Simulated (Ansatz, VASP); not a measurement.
HgF3: VASP beside Ansatz

File POSCAR:

```
HgF3
1.0
    0.0000000000      2.8631710000      2.8631710000
    2.8631710000      0.0000000000      2.8631710000
    2.8631710000      2.8631710000      0.0000000000
Hg F
1 3
Direct
    0.0000000000      0.0000000000      0.0000000000
    0.2500000000      0.2500000000      0.2500000000
    0.7500000000      0.7500000000      0.7500000000
    0.5000000000      0.5000000000      0.5000000000
```

Contents of INCAR.step1:

```
PREC = Accurate
ENCUT = 520
ISMEAR = 0
SIGMA = 0.1
LREAL = F
LASPH = T
NELM = 80
NBANDS = 24
GGA = PE
ALGO = Normal
EDIFF = 1E-4
LWAVE = T
LCHARG = F
```

Contents of INCAR.step2:

```
PREC = Accurate
ENCUT = 520
EDIFF = 1E-6
ISMEAR = 0
SIGMA = 0.1
LREAL = F
LASPH = T
NELM = 80
ALGO = Normal
ISIF = 2
LWAVE = F
LCHARG = F
METAGGA = R2SCAN
LMIXTAU = T
NBANDS = 24
ISTART = 1
```

File KPOINTS:

```
Automatic mesh
0
Gamma
  12 12 12
```

Input for Ansatz:

```yaml
crystal:
  lattice:
    - [0.0, 2.863171, 2.863171]
    - [2.863171, 0.0, 2.863171]
    - [2.863171, 2.863171, 0.0]
  atoms:
    - { symbol: Hg, position: [0.0, 0.0, 0.0] }
    - { symbol: F, position: [0.25, 0.25, 0.25] }
    - { symbol: F, position: [0.75, 0.75, 0.75] }
    - { symbol: F, position: [0.5, 0.5, 0.5] }
basis:
  ecutwfc: 500
kpoints:
  mp_grid: { grid: [12, 12, 12] }
hamiltonian:
  xc: r2scan
scf:
  occupations: { method: gaussian, width: 0.1 }
  lower_state_search: "off"
output:
  forces: true
  stress: true
  eigenvalues: true
```

Alike in both runs: task single point; functional r2SCAN; k mesh 12 × 12 × 12; occupations gaussian, width 0.1 eV; no spin polarisation.

|  | VASP | Ansatz |
| --- | --- | --- |
| version | VASP 6.6.1 | Ansatz 0.2.0 |
| potentials or method | VASP PAW PBE potentials, release 64 (Hg, F), cutoff 520 eV | scalar-relativistic, plane waves, PAW |
| valence electrons in the cell | 33 | 41 |

```tsv
	VASP	Ansatz	Ansatz less VASP
gap on the k mesh at the Fermi level (eV)	none	none	-
pressure (GPa)	-4.7	-5.1	-0.41
```

VASP's potentials were made for PBE, not for r2SCAN. A gap of «none» marks a metal or a gap that the smearing closes. VASP's potentials hold 33 valence electrons a cell and Ansatz's 41, so a difference there can come from the potentials and not from the codes.

Spin-orbit coupling is off throughout.
